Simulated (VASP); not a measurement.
# YZn (Fm-3m) in VASP: a series of runs

The runs below take YZn through single point, relaxation of the atoms, with LDA.

All numbers are computed with VASP 6.6.1; they aren't measurements. Logs are shortened: lines on timing, memory, paths and dates and some standing lists are left out, and cuts for length are marked.

## (1) The cell of the first run

Symmetry: Fm-3m, No. 225, cubic system. The conventional cell has a = 5.926 Å, b = 5.926 Å, c = 5.926 Å, α = 90.00°, β = 90.00°, γ = 90.00°. Y (site symmetry m-3m) has 6 Zn at 2.96 Å within 3.9 Å. Within 3.9 Å of Zn (site symmetry m-3m) lie 6 Y at 2.96 Å.

## (2) Single point, LDA

INCAR reads:

```
PREC     = Accurate       # precision mode
ENCUT    = 520            # plane-wave cutoff, eV
EDIFF    = 1E-7           # SCF threshold, eV
ISMEAR   = -1             # smearing method
SIGMA    = 0.05           # smearing width, eV
LREAL    = False          # projectors in reciprocal space
LASPH    = True           # aspherical terms in the spheres
NELM     = 60             # most SCF steps
ALGO     = Normal         # electronic algorithm
ISIF     = 2              # what is computed and relaxed
LWAVE    = False          # write WAVECAR
LCHARG   = True           # write CHGCAR
GGA      = CA             # functional
LELF     = True           # ELF
LVHAR    = True         
NBANDS   = 18             # bands
```

KPOINTS reads:

```
regular mesh
0
Gamma
  11 11 11
```

POSCAR reads:

```
YZn
1.0
    0.0000000000      2.9629870000      2.9629870000
    2.9629870000      0.0000000000      2.9629870000
    2.9629870000      2.9629870000      0.0000000000
Y Zn
1 1
Direct
    0.0000000000      0.0000000000      0.0000000000
    0.5000000000      0.5000000000      0.5000000000
```

Potentials or basis: VASP PAW LDA potentials, release 64 (Y_sv, Zn).

Launch:

```sh
$ cat potpaw_LDA.64/Y_sv/POTCAR potpaw_LDA.64/Zn/POTCAR > POTCAR
$ mpirun -np 1 vasp_std > vasp.out
```

OUTCAR:

```text
PREC = Accurate
   ENCUT = 520
   EDIFF = 1E-7
   ISMEAR = -1
   LREAL = False
   LASPH = True
   NELM = 60
   ISIF = 2
   GGA = CA

 ion  position               nearest neighbor table
   1  0.000  0.000  0.000-   2 2.96   2 2.96   2 2.96   2 2.96   2 2.96   2 2.96
   2  0.500  0.500  0.500-   1 2.96   1 2.96   1 2.96   1 2.96   1 2.96   1 2.96

  LATTYP: Found a face centered cubic cell.
 ALAT       =     5.9259740000

  Lattice vectors:

 A1 = (   0.0000000000,   2.9629870000,   2.9629870000)
 A2 = (   2.9629870000,   0.0000000000,   2.9629870000)
 A3 = (   2.9629870000,   2.9629870000,   0.0000000000)

Analysis of symmetry for initial positions (statically):
=====================================================================
 Subroutine PRICEL returns:
 Original cell was already a primitive cell.

 Routine SETGRP: Setting up the symmetry group for a
 face centered cubic supercell.

 Subroutine GETGRP returns: Found 48 space group operations
 (whereof 48 operations were pure point group operations)
 out of a pool of 48 trial point group operations.

The static configuration has the point symmetry O_h .

Analysis of symmetry for dynamics (positions and initial velocities):
=====================================================================
 Subroutine PRICEL returns:
 Original cell was already a primitive cell.

 Routine SETGRP: Setting up the symmetry group for a
 face centered cubic supercell.

 Subroutine GETGRP returns: Found 48 space group operations
 (whereof 48 operations were pure point group operations)
 out of a pool of 48 trial point group operations.

The dynamic configuration has the point symmetry O_h .

 Subroutine INISYM returns: Found 48 space group operations
 (whereof 48 operations are pure point group operations),
 and found     1 'primitive' translations

----------------------------------------------------------------------------------------

                                     Primitive cell

  volume of cell :      52.0259

  direct lattice vectors                    reciprocal lattice vectors
     0.000000000  2.962987000  2.962987000    -0.168748631  0.168748631  0.168748631
     2.962987000  0.000000000  2.962987000     0.168748631 -0.168748631  0.168748631
     2.962987000  2.962987000  0.000000000     0.168748631  0.168748631 -0.168748631

  length of vectors
[... 71 lines left out ...]
   NGXF,Y,Z  is equivalent  to a cutoff of  25.39, 25.39, 25.39 a.u.
 SYSTEM =  unknown system
   PREC   = accura    normal or accurate (medium, high low for compatibility)
   ISTART =      0    job   : 0-new  1-cont  2-samecut
   ICHARG =      2    charge: 1-file 2-atom 10-const
   ISPIN  =      1    spin polarized calculation?
   LNONCOLLINEAR =      F non collinear calculations
   LSORBIT =      F    spin-orbit coupling
   LASPH  =      T    aspherical Exc in radial PAW
   ENCUT  =  520.0 eV  38.22 Ry    6.18 a.u.   7.79  7.79  7.79*2*pi/ulx,y,z
   NELM   =     60;   NELMIN=  2; NELMDL= -5     # of ELM steps
   EDIFF  = 0.1E-06   stopping-criterion for ELM
   LREAL  =      F    real-space projection
   EDIFFG = 0.1E-05   stopping-criterion for IOM
   NSW    =      0    number of steps for IOM
   IBRION =     -1    ionic relax: 0-MD 1-quasi-New 2-CG
   NFREE  =      0    steps in history (QN), initial steepest desc. (CG)
   ISIF   =      2    stress and relaxation
   ISYM   =      2    0-nonsym 1-usesym 2-fastsym
   POTIM  = 0.5000    time-step for ionic-motion
   TEBEG  =    0.0;   TEEND  =   0.0 temperature during run
   PSTRESS=    0.0 pullay stress
   NELECT =      23.0000    total number of electrons
   NUPDOWN=      -1.0000    fix difference up-down
   EMIN   =  10.00;   EMAX   =-10.00  energy-range for DOS
   EFERMI =   0.00;   METHOD = LEGACY
   ISMEAR =    -1;   SIGMA  =   0.05  broadening in eV -4-tet -1-fermi 0-gaus
   EFERMI_NEDOS =   21; number of points for ismear=-14 and -15
   IALGO  =     38    algorithm
   IMIX   =      4    mixing-type and parameters
     AMIX     =   0.40;   BMIX     =  1.00
     AMIX_MAG =   1.60;   BMIX_MAG =  1.00
  volume/ion in A,a.u.               =      26.01       175.54
  Fermi-wavevector in a.u.,A,eV,Ry     =   1.247128  2.356730 21.161526  1.555328
  Thomas-Fermi vector in A             =   2.381274
   LORBIT       =      0    0 simple, 1 ext, 2 COOP (PROOUT), +10 PAW based schemes
   GGA     = CA    functional components
   LHFCALC =     F    Hartree Fock is set to
   AEXX    =    0.0000 exact exchange contribution
   IVDW    =     0    specifies the selected vdW correction
   LEPSILON=     F    determine dielectric tensor
   LRPA    =     F    only Hartree local field effects (RPA)
 non-spin polarized calculation
  energy-cutoff  :      520.00
  volume of cell :       52.03
 maximum number of plane-waves:      1411
   NGX = 15   NGY = 15   NGZ = 15

 number of electron      22.9999986 magnetization

 Free energy of the ion-electron system (eV)
  ---------------------------------------------------
  ext. energy  EPLUGINS =         0.00000000
  ---------------------------------------------------
  free energy    TOTEN  =        -8.86784559 eV

  energy without entropy =       -8.84836495  energy(sigma->0) =       -8.85810527

 E-fermi :   2.1416     XC(G=0):  -9.9917

 val. band max:        2.1102641858   @ k =   0.4545   0.2727   0.0909
 cond. band min:       2.1577225036   @ k =  -0.4545   0.0909   0.0000
 fundamental gap:      0.0474583178
 Fermi energy:         2.1415525020

 k-point     1 :       0.0000    0.0000    0.0000
  band No.  band energies     occupation
      1     -40.5336      2.00000
      2     -20.5750      2.00000
      3     -20.5750      2.00000
      4     -20.5750      2.00000
      5      -5.1800      2.00000
      6      -5.1800      2.00000
[... 481 lines left out ...]
      5      -5.1441      2.00000
      6      -5.0934      2.00000
[... 10 lines left out ...]
     17       7.6232      0.00000
     18      10.2017      0.00000

 [... further k-points ...]
[... 5 lines left out ...]
  --------------------------------------------------------------------------------------
  -------------------------------------------------------------------------------------
  Total       -1.4420834     -1.4420834     -1.4420834     -0.0000000     -0.0000000      0.0000000
  in kB      -44.4100978    -44.4100978    -44.4100978     -0.0000000     -0.0000000      0.0000000
  external PRESSURE =     -44.4100978 kB  Pullay stress =       0.0000000 kB

 VOLUME and BASIS-vectors are now :
 -----------------------------------------------------------------------------
  energy-cutoff  :      520.00
  volume of cell :       52.03
      direct lattice vectors                 reciprocal lattice vectors
     0.000000000  2.962987000  2.962987000    -0.168748631  0.168748631  0.168748631
     2.962987000  0.000000000  2.962987000     0.168748631 -0.168748631  0.168748631
     2.962987000  2.962987000  0.000000000     0.168748631  0.168748631 -0.168748631

 POSITION                                       TOTAL-FORCE (eV/Angst)
 -----------------------------------------------------------------------------------
      0.00000      0.00000      0.00000        -0.000000     -0.000000     -0.000000
      2.96299      2.96299      2.96299         0.000000      0.000000      0.000000
 -----------------------------------------------------------------------------------
    total drift:                                0.000000     -0.000000      0.000000

  FREE ENERGIE OF THE ION-ELECTRON SYSTEM (eV)
  ---------------------------------------------------
  free  energy   TOTEN  =        -8.8678455857 eV

  energy  without entropy=       -8.8483649500  energy(sigma->0) =       -8.85810527
```

stdout:

```text
POSCAR found type information on POSCAR Y Zn
 POSCAR found :  2 types and       2 ions
 scaLAPACK will be used
 LDA part: xc-table for (Slater(with rela. corr.)+CA(PZ))
 , standard interpolation
 POSCAR, INCAR and KPOINTS ok, starting setup
 FFT: planning ... GRIDC
 FFT: planning ... GRID_SOFT
 FFT: planning ... GRID
 WAVECAR not read
 entering main loop
```

It took 77 s on 1 thread of Intel Xeon 8259CL, shared host; peak memory 0.2 GiB.

What came out:

| Item | Value |
| --- | --- |
| Free energy | -8.8678 eV |
| Pressure | -4.4 GPa |
| Band gap on the k mesh | zero (an odd number of electrons rules out a gap without spin polarisation) |

Caveat: the cell stands under tension.

## (3) Single point, LDA (26.01 Å³/atom)

INCAR reads:

```
PREC = Accurate
ENCUT = 520
EDIFF = 1E-6
ISMEAR = -1
SIGMA = 0.05
LREAL = F
LASPH = T
NELM = 60
ALGO = Normal
ISIF = 2
LWAVE = F
LCHARG = F
NBANDS = 18
```

KPOINTS is that of step 2.

POSCAR is that of step 2.

Potentials or basis: VASP PAW LDA potentials, release 64 (Y_sv, Zn).

Launch:

```sh
$ cat potpaw_LDA.64/Y_sv/POTCAR potpaw_LDA.64/Zn/POTCAR > POTCAR
$ mpirun -np 1 vasp_std > vasp.out
```

Wall time 67 s (1 thread of Intel Xeon 8259CL, shared host); peak memory 0.2 GiB.

Results (log left out):

```yaml
Free_energy: -8.8678 eV
Pressure: -4.4 GPa
Band_gap_on_the_k_mesh: zero (an odd number of electrons rules out a gap without spin polarisation)
```

Levels at points of the mesh, in eV from the Fermi level:
| k point | band 8 | band 9 | band 10 | band 11 | band 12 | band 13 | band 14 | band 15 |
| --- | --- | --- | --- | --- | --- | --- | --- | --- |
| (0.00, 0.00, 0.00) | -7.23 | -7.23 | -6.46 | 1.60 | 1.60 | 1.60 | 2.59 | 2.59 |

Caveat: the cell stands under tension.

## (4) Single point, LDA, collinear spin

This run uses another cell than the first one, of 22.11 Å³/atom.

INCAR reads:

```
SYSTEM = YZn
PREC     = Accurate       ! precision mode
ENCUT    = 520            ! plane-wave cutoff, eV
EDIFF    = 1E-7           ! SCF threshold, eV
ISMEAR   = -1             ! smearing method
SIGMA    = 0.05           ! smearing width, eV
LREAL    = .False.        ! projectors in reciprocal space
LASPH    = .True.         ! aspherical terms in the spheres
NELM     = 150            ! most SCF steps
ALGO     = Normal         ! electronic algorithm
ISIF     = 2              ! what is computed and relaxed
LWAVE    = .False.        ! write WAVECAR
LCHARG   = .False.        ! write CHGCAR
ISPIN    = 2              ! spin polarisation
MAGMOM   = 0.2 0.2        ! initial moments
LORBIT   = 11             ! projections on sites
LMAXMIX  = 4              ! l up to which the mixer works
NBANDS   = 22             ! bands
```

KPOINTS reads:

```
Automatic mesh
0
Gamma
  11 11 11
  0 0 0
```

POSCAR reads:

```
YZn
1.0
    0.0000000000      2.8067434723      2.8067434723
    2.8067434723      0.0000000000      2.8067434723
    2.8067434723      2.8067434723      0.0000000000
Y Zn
1 1
Direct
    0.0000000000      0.0000000000      0.0000000000
    0.5000000000      0.5000000000      0.5000000000
```

Launch:

```sh
$ cat potpaw_LDA.64/Y_sv/POTCAR potpaw_LDA.64/Zn/POTCAR > POTCAR
$ mpirun -np 1 vasp_std > vasp.out
```

It took 3.8 min on 1 thread of Intel Xeon 8259CL, shared host; peak memory 0.24 GiB.

The run converged. Its results:

```
Free energy                                           : -8.8688 eV
Pressure                                              : 5.8 GPa
Net moment                                            : 0.00 μB per cell
Valence electrons inside the program's atomic spheres : Y 9.68; Zn 10.93
```

Levels at points of the mesh, in eV from the Fermi level:
Spin up:
| k point | band 7 | band 8 | band 9 | band 10 | band 11 | band 12 | band 13 | band 14 | band 15 | band 16 |
| --- | --- | --- | --- | --- | --- | --- | --- | --- | --- | --- |
| (0.00, 0.00, 0.00) | -7.48 | -7.48 | -7.48 | -6.93 | 1.86 | 1.86 | 1.86 | 3.15 | 3.15 | 5.58 |
Spin down:
```
           k point  band 9  band 10  band 11  band 12  band 13  band 14
(0.00, 0.00, 0.00)   -7.48    -6.93     1.86     1.86     1.86     3.15
```

Caveat: the cell stands under pressure.

## (5) Relaxation of the atoms, LDA

This run uses another cell than the first one, of 10.41 Å³/atom.

INCAR reads:

```
SYSTEM = YZn
ALGO = Normal
EDIFF = 1E-6
EDIFFG = -0.01
ENCUT = 520
IBRION = 2
ISIF = 2
ISMEAR = -1
LASPH = .TRUE.
LCHARG = .FALSE.
LREAL = .FALSE.
LWAVE = .FALSE.
NELM = 60
NSW = 50
PREC = Accurate
SIGMA = 0.05
```

KPOINTS reads:

```
k-points
0
G
  11 11 11
  0 0 0
```

POSCAR reads:

```
YZn
1.0
    0.0000000000      2.1831474876      2.1831474876
    2.1831474876      0.0000000000      2.1831474876
    2.1831474876      2.1831474876      0.0000000000
Y Zn
1 1
Direct
    0.0000000000      0.0000000000      0.0000000000
    0.5000000000      0.5000000000      0.5000000000
```

Potentials or basis: VASP PAW LDA potentials, release 64 (Y_sv, Zn).

Launch:

```sh
$ cat potpaw_LDA.64/Y_sv/POTCAR potpaw_LDA.64/Zn/POTCAR > POTCAR
$ mpirun -np 1 vasp_std > vasp.out
```

OUTCAR:

```text
SYSTEM = YZn
   EDIFF = 1E-6
   EDIFFG = -0.01
   ENCUT = 520
   IBRION = 2
   ISIF = 2
   ISMEAR = -1
   LASPH = .TRUE.
   LREAL = .FALSE.
   NELM = 60
   NSW = 50
   PREC = Accurate

 ion  position               nearest neighbor table
   1  0.000  0.000  0.000-   2 2.18   2 2.18   2 2.18   2 2.18   2 2.18   2 2.18
   2  0.500  0.500  0.500-   1 2.18   1 2.18   1 2.18   1 2.18   1 2.18   1 2.18

  LATTYP: Found a face centered cubic cell.
 ALAT       =     4.3662949752

  Lattice vectors:

 A1 = (   0.0000000000,   2.1831474876,   2.1831474876)
[... 613 lines left out ...]
     14      12.1150      0.00000
     15      15.6035      0.00000

 [... further k-points ...]
[... 5 lines left out ...]
  --------------------------------------------------------------------------------------
  -------------------------------------------------------------------------------------
  Total       31.6158105     31.6158105     31.6158105      0.0000000     -0.0000000      0.0000000
  in kB     2434.0846484   2434.0846484   2434.0846484      0.0000000     -0.0000000      0.0000000
  external PRESSURE =    2434.0846484 kB  Pullay stress =       0.0000000 kB

 VOLUME and BASIS-vectors are now :
 -----------------------------------------------------------------------------
  energy-cutoff  :      520.00
  volume of cell :       20.81
      direct lattice vectors                 reciprocal lattice vectors
     0.000000000  2.183147488  2.183147488    -0.229027128  0.229027128  0.229027128
     2.183147488  0.000000000  2.183147488     0.229027128 -0.229027128  0.229027128
     2.183147488  2.183147488  0.000000000     0.229027128  0.229027128 -0.229027128

 POSITION                                       TOTAL-FORCE (eV/Angst)
 -----------------------------------------------------------------------------------
      0.00000      0.00000      0.00000         0.000000     -0.000000      0.000000
      2.18315      2.18315      2.18315        -0.000000      0.000000     -0.000000
 -----------------------------------------------------------------------------------
    total drift:                                0.000000     -0.000000      0.000000

  FREE ENERGIE OF THE ION-ELECTRON SYSTEM (eV)
  ---------------------------------------------------
  free  energy   TOTEN  =         1.9040737902 eV

  energy  without entropy=        1.9232857297  energy(sigma->0) =        1.91367976

 reached required accuracy - stopping structural energy minimisation
```

OSZICAR:

```text
N       E                     dE             d eps       ncg     rms          rms(c)
DAV:   1     0.121752387040E+03    0.12175E+03   -0.12928E+04  1712   0.228E+03
DAV:   2     0.648679555380E+01   -0.11527E+03   -0.11342E+03  1841   0.377E+02
DAV:   3     0.180063834416E+01   -0.46862E+01   -0.45736E+01  2060   0.707E+01
DAV:   4     0.173587660255E+01   -0.64762E-01   -0.64706E-01  1967   0.681E+00
DAV:   5     0.173468440541E+01   -0.11922E-02   -0.11922E-02  2039   0.890E-01    0.839E+01
DAV:   6     0.197237107406E+01    0.23769E+00   -0.14207E+00  1911   0.267E+01    0.468E+01
DAV:   7     0.188017174950E+01   -0.92199E-01   -0.93440E-01  2863   0.140E+01    0.735E+00
DAV:   8     0.190176605491E+01    0.21594E-01   -0.14153E-01  1890   0.853E+00    0.138E+00
DAV:   9     0.190360999153E+01    0.18439E-02   -0.48651E-02  2215   0.258E+00    0.946E-01
DAV:  10     0.190403667396E+01    0.42668E-03   -0.49409E-03  2132   0.114E+00    0.165E-01
DAV:  11     0.190407191526E+01    0.35241E-04   -0.33670E-04  1829   0.282E-01    0.223E-02
DAV:  12     0.190407346697E+01    0.15517E-05   -0.40002E-05  2584   0.645E-02    0.336E-02
DAV:  13     0.190407379018E+01    0.32322E-06   -0.56677E-06  1687   0.358E-02
   1 F= 0.19040738E+01 E0= 0.19136798E+01  d E =0.190407E+01
```

CONTCAR:

```text
YZn
   1.00000000000000
     0.0000000000000000    2.1831474875999999    2.1831474875999999
     2.1831474875999999    0.0000000000000000    2.1831474875999999
     2.1831474875999999    2.1831474875999999    0.0000000000000000
  Y               Zn
     1     1
Direct
     0.0000000000000000    0.0000000000000000    0.0000000000000000
     0.5000000000000000    0.5000000000000000    0.5000000000000000

  0.00000000E+00  0.00000000E+00  0.00000000E+00
  0.00000000E+00  0.00000000E+00  0.00000000E+00
```

It took 29 s on 1 thread of Intel Xeon 8259CL, shared host; peak memory 0.16 GiB.

What came out:

- Free energy: 1.9041 eV
- Pressure after relaxing: 243.4 GPa
- Band gap on the k mesh: zero (an odd number of electrons rules out a gap without spin polarisation)

Final structure:
```xyz
2
Lattice="0.0000 2.1831 2.1831 2.1831 0.0000 2.1831 2.1831 2.1831 0.0000" Properties=species:S:1:pos:R:3 pbc="T T T"
Y     0.0000    0.0000    0.0000
Zn    2.1831    2.1831    2.1831
```

Caveat: the relaxation stopped at its first step, so nothing moved.

(Part 1 of 2 ends here.)

The gap in the log of VASP goes by the Fermi energy; the results here count the filled bands.